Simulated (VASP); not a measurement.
## Si2Ni: single point with PBE

The system is Si2Ni.

```
Si Ni
1.0
     0.00000    2.70300    2.70300
     2.70300    0.00000    2.70300
     2.70300    2.70300    0.00000
Si Ni
2 1
Direct
  0.25000 0.25000 0.25000
  0.75000 0.75000 0.75000
  0.00000 0.00000 0.00000
```

```json
{
 "Program": "VASP 6.6.1",
 "Task": "single point",
 "Functional": "PBE",
 "Potentials or basis": "VASP PAW PBE potentials, release 64 (Si, Ni)",
 "Cutoff": "600 eV",
 "k mesh": "11 × 11 × 11",
 "Occupations": "gaussian, width 0.1 eV",
 "Spin": "collinear spin, ferromagnetic start",
 "Starting moments": "[0.0, 0.0, 1.5] μB",
 "Dipole correction": "no",
 "Further INCAR settings": "ALGO = Normal; EDIFF = 1e-06; NBANDS = 20"
}
```

```json
{"Pressure": "3.1 GPa", "Band gap on the k mesh": "zero (filled and empty bands overlap)", "Net moment": "0.00 μB per cell", "Valence electrons inside the program's atomic spheres": "Si 1.58; Ni 9.81"}
```

Levels at points of the mesh, in eV from the Fermi level:
Spin up:
| k point | band 6 | band 7 | band 8 | band 9 | band 10 | band 11 | band 12 | band 13 |
| --- | --- | --- | --- | --- | --- | --- | --- | --- |
| (0.00, 0.00, 0.00) | -3.51 | -0.29 | 1.70 | 1.70 | 1.70 | 2.29 | 2.29 | 2.29 |
Spin down:
```csv
k point,band 6,band 7,band 8,band 9,band 10,band 11,band 12,band 13
"(0.00, 0.00, 0.00)",-3.51,-0.29,1.70,1.70,1.70,2.29,2.29,2.29
```

Run time: 89 s on 1 thread of Intel(R) Xeon(R) Platinum 8488C (Sapphire Rapids) (shared host), peak memory 0.25 GiB.

Caveat: the cell stands under pressure; the moments typed at the start vanished in this run.
